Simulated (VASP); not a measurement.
Wanted: the native input for a VASP 6.6.1 run.

- Task: single point
- Functional: r2SCAN
- Potentials or basis: VASP PAW PBE potentials, release 64 (Cs_sv, Sn_d, I)
- Cutoff: 520 eV
- k mesh: 4 × 4 × 4
- Occupations: gaussian, width 0.01 eV
- Spin: no spin polarisation
- Dipole correction: no
- Further INCAR settings: ALGO = Normal; EDIFF = 1e-07; NBANDS = 30

CsSnI3:

```
CELL_PARAMETERS angstrom
6.24140 0.00000 0.00000
0.00000 6.24140 0.00000
0.00000 0.00000 6.24140
ATOMIC_POSITIONS crystal
Cs 0.00000 0.00000 0.00000
Sn 0.50000 0.50000 0.50000
I 0.00000 0.50000 0.50000
I 0.50000 0.00000 0.50000
I 0.50000 0.50000 0.00000
```

One way to write it, as run:

POSCAR

```
CsSnI3
1.0
    6.2414001385      0.0000000000      0.0000000000
    0.0000000000      6.2414001385      0.0000000000
    0.0000000000      0.0000000000      6.2414001385
Cs Sn I
1 1 3
Direct
    0.0000000000      0.0000000000      0.0000000000
    0.5000000000      0.5000000000      0.5000000000
    0.0000000000      0.5000000000      0.5000000000
    0.5000000000      0.0000000000      0.5000000000
    0.5000000000      0.5000000000      0.0000000000
```

INCAR.step1

```
SYSTEM = CsSnI3
ALGO = Normal
EDIFF = 1E-4
ENCUT = 520
GGA = PE
ISMEAR = 0
LASPH = .True.
LCHARG = .False.
LREAL = .False.
LWAVE = .True.
NBANDS = 30
NELM = 60
PREC = Accurate
SIGMA = 0.01
```

INCAR.step2

```
SYSTEM = CsSnI3
ALGO = Normal
EDIFF = 1E-7
ENCUT = 520
ISIF = 2
ISMEAR = 0
ISTART = 1
LASPH = .True.
LCHARG = .False.
LMIXTAU = .True.
LREAL = .False.
LWAVE = .False.
METAGGA = R2SCAN
NBANDS = 30
NELM = 60
PREC = Accurate
SIGMA = 0.01
```

KPOINTS

```
k-points
0
Gamma
  4 4 4
  0 0 0
```

Potentials or basis: VASP PAW PBE potentials, release 64 (Cs_sv, Sn_d, I).

Run with:

```console
$ cat potpaw_PBE.64/Cs_sv/POTCAR potpaw_PBE.64/Sn_d/POTCAR potpaw_PBE.64/I/POTCAR > POTCAR
$ cp INCAR.step1 INCAR
$ mpirun -np 1 vasp_std > vasp.out
$ cp INCAR.step2 INCAR
$ mpirun -np 1 vasp_std > vasp.out
```

Results of the run:

The pressure is 0.0 GPa. The band gap on the k mesh is 0.50 eV, direct.

Caveat: the PAW data sets were made with another functional, which shifts forces and pressure a little; spin-orbit coupling is left out, which moves the levels of the heavy elements.

Run time: 2.9 min on 1 thread of Intel(R) Xeon(R) Platinum 8488C (Sapphire Rapids) (shared host), peak memory 0.4 GiB.
